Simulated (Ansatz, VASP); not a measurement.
## Two plane-wave programs on SnO2

INCAR

```
  ALGO = Normal
  EDIFF = 1E-6
  ENCUT = 520
  GGA = PE
  ISIF = 2
  ISMEAR = 0
  IVDW = 12
  LASPH = T
  LCHARG = F
  LREAL = F
  LWAVE = F
  NBANDS = 35
  NELM = 100
  PREC = Accurate
  SIGMA = 0.05
```

KPOINTS

```
k-points
0
Gamma
  12 12 4
```

POSCAR

```
SnO2
1.0
    3.0832250872      0.0000000000      0.0000000000
   -1.5416125436      2.6701512511      0.0000000000
    0.0000000000      0.0000000000     10.5363050906
Sn O
2 4
Direct
    0.0000000000      0.0000000000      0.5000000000
    0.0000000000      0.0000000000      0.0000000000
    0.6666666667      0.3333333333      0.4017901367
    0.6666666667      0.3333333333      0.0982098633
    0.3333333333      0.6666666667      0.5982098633
    0.3333333333      0.6666666667      0.9017901367
```

Input for Ansatz:

```yaml
crystal:
  lattice:
    - [3.0832250872, 0.0, 0.0]
    - [-1.5416125436, 2.6701512511, 0.0]
    - [0.0, 0.0, 10.5363050906]
  atoms:
    - { symbol: Sn, position: [0.0, 0.0, 0.5] }
    - { symbol: Sn, position: [0.0, 0.0, 0.0] }
    - { symbol: O, position: [0.6666666667, 0.3333333333, 0.4017901367] }
    - { symbol: O, position: [0.6666666667, 0.3333333333, 0.0982098633] }
    - { symbol: O, position: [0.3333333333, 0.6666666667, 0.5982098633] }
    - { symbol: O, position: [0.3333333333, 0.6666666667, 0.9017901367] }
basis:
  ecutwfc: 520.0
kpoints:
  mp_grid: { grid: [12, 12, 4] }
hamiltonian:
  xc: pbe
  dispersion: d3bj
scf:
  occupations: { method: gaussian, width: 0.05 }
output:
  forces: true
  stress: true
  eigenvalues: true
```

Alike in both runs: task single point; functional PBE; dispersion D3(BJ); k mesh 12 × 12 × 4; occupations gaussian, width 0.05 eV; no spin polarisation.

|  | VASP | Ansatz |
| --- | --- | --- |
| version | VASP 6.6.1 | Ansatz 0.2.0 |
| potentials or method | VASP PAW PBE potentials, release 64 (Sn_d, O), cutoff 520 eV | scalar-relativistic, plane waves, PAW |
| valence electrons in the cell | 52 | 52 |

Ansatz gave:

* gap on the k mesh at the Fermi level (eV): 2.92
* least direct gap on the mesh (eV): 3.40
* pressure (GPa): 13.9
* traceless stress, the component that is largest in VASP (GPa): -9.42
* rms of the force components (eV/Å): 0.311

Question: What did VASP give for the same quantities?

Answer: gap on the k mesh at the Fermi level (eV): 2.90; least direct gap on the mesh (eV): 3.38; pressure (GPa): 14.6; traceless stress, the component that is largest in VASP (GPa): -9.81; rms of the force components (eV/Å): 0.345.

Atom by atom the forces differ by 0.033 eV/Å (rms over components).
